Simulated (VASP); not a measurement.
Write the native input for VASP 6.6.1 that does the following.

```yaml
Task: single point
Functional: PBE
Potentials_or_basis: VASP PAW PBE potentials, release 64 (B, N)
Cutoff: 520 eV
k_mesh: 9 × 9 × 9
Occupations: gaussian, width 0.01 eV
Spin: no spin polarisation
Dipole_correction: no
Further_INCAR_settings: ALGO = Normal; EDIFF = 1e-07; NBANDS = 11
```

The structure of BN (Qingsongite) lies in POSCAR:

```
BN
1.0
    0.0000000000      1.8516026516      1.8516026516
    1.8516026516      0.0000000000      1.8516026516
    1.8516026516      1.8516026516      0.0000000000
B N
1 1
Direct
    0.0000000000      0.0000000000      0.0000000000
    0.2500000000      0.2500000000      0.2500000000
```

The input as run:

INCAR

```
SYSTEM = BN
PREC = Accurate
ENCUT = 520
EDIFF = 1E-7
ISMEAR = 0
SIGMA = 0.01
LREAL = .FALSE.
LASPH = .TRUE.
NELM = 80
ALGO = Normal
ISIF = 2
LWAVE = .FALSE.
LCHARG = .FALSE.
GGA = PE
NBANDS = 11
```

KPOINTS

```
Automatic mesh
0
G
  9 9 9
  0 0 0
```

Potentials or basis: VASP PAW PBE potentials, release 64 (B, N).

Run with:

```console
$ cat potpaw_PBE.64/B/POTCAR potpaw_PBE.64/N/POTCAR > POTCAR
$ mpirun -np 1 vasp_std > vasp.out
```

Results of the run:

```json
{
  "Pressure": "-21.1 GPa",
  "Band gap on the k mesh": "4.52 eV, indirect (least direct gap 8.48 eV)"
}
```

Wall time 8.9 s on 1 thread of Intel Xeon 8259CL (shared host), peak memory 0.12 GiB.
